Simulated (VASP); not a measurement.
Write the native input for VASP 6.6.1 that does the following.

| Quantity | Value |
| --- | --- |
| Task | single point |
| Functional | LDA |
| Potentials or basis | VASP PAW LDA potentials, release 64 (Tl_d, Ag, Te) |
| Cutoff | 520 eV |
| k mesh | 13 × 13 × 13 |
| Occupations | fermi-dirac, width 0.05 eV |
| Spin | no spin polarisation |
| Dipole correction | no |
| Further INCAR settings | ALGO = Normal; EDIFF = 1e-06; NBANDS = 26 |

The structure of TlAgTe2 lies in POSCAR:

```
TlAgTe2
1.0
   -1.9600000000      1.9600000000      7.7622000000
    1.9600000000     -1.9600000000      7.7622000000
    1.9600000000      1.9600000000     -7.7622000000
Tl Ag Te
1 1 2
Direct
    0.0000000000      0.0000000000      0.0000000000
    0.7500000000      0.2500000000      0.5000000000
    0.3690000000      0.3690000000      0.0000000000
    0.6310000000      0.6310000000      0.0000000000
```

This cell differs from its parent crystal: zz strain of +2 %.

These files were run (other wordings do the same):

INCAR

```
SYSTEM = TlAgTe2
ALGO     = Normal         ! electronic algorithm
EDIFF    = 1E-6           ! SCF threshold, eV
ENCUT    = 520            ! plane-wave cutoff, eV
ISIF     = 2              ! what is computed and relaxed
ISMEAR   = -1             ! smearing method
LASPH    = .True.         ! aspherical terms in the spheres
LCHARG   = .False.        ! write CHGCAR
LREAL    = .False.        ! projectors in reciprocal space
LWAVE    = .False.        ! write WAVECAR
NBANDS   = 26             ! bands
NELM     = 80             ! most SCF steps
PREC     = Accurate       ! precision mode
SIGMA    = 0.05           ! smearing width, eV
```

KPOINTS

```
k-points
0
Gamma
  13 13 13
  0 0 0
```

Potentials or basis: VASP PAW LDA potentials, release 64 (Tl_d, Ag, Te).

Command:

```console
$ cat potpaw_LDA.64/Tl_d/POTCAR potpaw_LDA.64/Ag/POTCAR potpaw_LDA.64/Te/POTCAR > POTCAR
$ mpirun -np 1 vasp_std > vasp.out
```

Results of the run:

| Quantity | Value |
| --- | --- |
| Pressure | -2.4 GPa |
| Largest force | 0.038 eV/Å |
| Band gap on the k mesh | zero (bands 18 and 19 overlap by 1.67 eV) |

Caveat: the cell differs from its parent crystal (zz strain of +2 %); spin-orbit coupling is left out, which moves the levels of the heavy elements.

Run time: 52 min on 1 thread of Intel Xeon 8259CL, with other jobs on the host, peak memory 0.92 GiB.
